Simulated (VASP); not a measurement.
Crystal: KH5.

```
K H
1.0
     3.63313    0.00000    0.00000
    -1.81656    3.14638    0.00000
     0.00000    0.00000    6.02186
K H
1 5
Direct
  0.33333 0.66667 0.99065
  0.33333 0.66667 0.30573
  0.13045 0.86955 0.70476
  0.13045 0.26091 0.70476
  0.73909 0.86955 0.70476
  0.00000 0.00000 0.89784
```

The cell was built from a structure type or drawn by symmetry, and may not be a known phase.

* Program: VASP 6.6.1
* Task: relaxation of cell and atoms
* Functional: PBE
* Potentials or basis: VASP PAW PBE potentials, release 64 (K_sv, H)
* Cutoff: 600 eV
* k mesh: 6 × 6 × 4
* Occupations: gaussian, width 0.1 eV
* Spin: no spin polarisation

At the start: pressure 7.5 GPa; volume 11.47 Å³/atom.

**Question.** Where does the relaxation end?

**Answer.** Over 22 steps the energy falls by 1026.2 meV/atom and the volume is 13.63 Å³/atom (+18.8 %); space group P3m1 (No. 156, to 0.1 Å) before and after.

The path:
| step | energy change (eV) | largest force (eV/Å) | pressure (GPa) | volume (Å³) |
| --- | --- | --- | --- | --- |
| 1 | 0.0000 | 1.8715 | 7.53 | 68.84 |
| 2 | -0.9744 | 1.1207 | 3.57 | 74.25 |
| 3 | -2.1794 | 1.6644 | -1.15 | 87.14 |
| 4 | -2.8231 | 1.9888 | -4.37 | 114.26 |
| 5 | -4.0636 | 1.2433 | -2.68 | 111.99 |
| 6 | -4.1544 | 1.2915 | -1.26 | 111.13 |
| 7 | -4.1640 | 1.2800 | -1.76 | 111.39 |
| 8 | -4.8299 | 1.2438 | -0.63 | 104.40 |
| 9 | -5.3564 | 2.8324 | 1.96 | 93.82 |
| 10 | -5.6156 | 1.9159 | 1.35 | 92.56 |
| 11 | -6.0305 | 0.4474 | -0.12 | 88.40 |
| 12 | -6.0849 | 0.3614 | -0.62 | 86.51 |
| 13 | -6.0922 | 0.5214 | -0.85 | 85.57 |
| 14 | -6.1099 | 0.4639 | -0.75 | 84.79 |
| 15 | -6.1424 | 0.2952 | -0.44 | 82.44 |
| 16 | -6.1221 | 0.2568 | 0.23 | 77.64 |
| 17 | -6.1485 | 0.1973 | -0.24 | 80.95 |
| 18 | -6.1520 | 0.1081 | -0.07 | 81.03 |
| 19 | -6.1529 | 0.1148 | 0.06 | 81.10 |
| 20 | -6.1537 | 0.1066 | 0.02 | 81.17 |
| 21 | -6.1556 | 0.0808 | -0.09 | 81.36 |
| 22 | -6.1569 | 0.0323 | -0.31 | 81.75 |

Final structure:
```
CELL_PARAMETERS angstrom
3.84053 0.00000 0.00000
-1.92026 3.32599 0.00000
0.00000 0.00000 6.40022
ATOMIC_POSITIONS crystal
K 0.33333 0.66667 0.09228
H 0.33333 0.66667 0.54373
H 0.08526 0.91474 0.57336
H 0.08526 0.17052 0.57336
H 0.82948 0.91474 0.57336
H 0.00000 0.00000 0.95241
```

Caveat: the volume moved by over 15 % at a fixed basis, so the end points are rough.
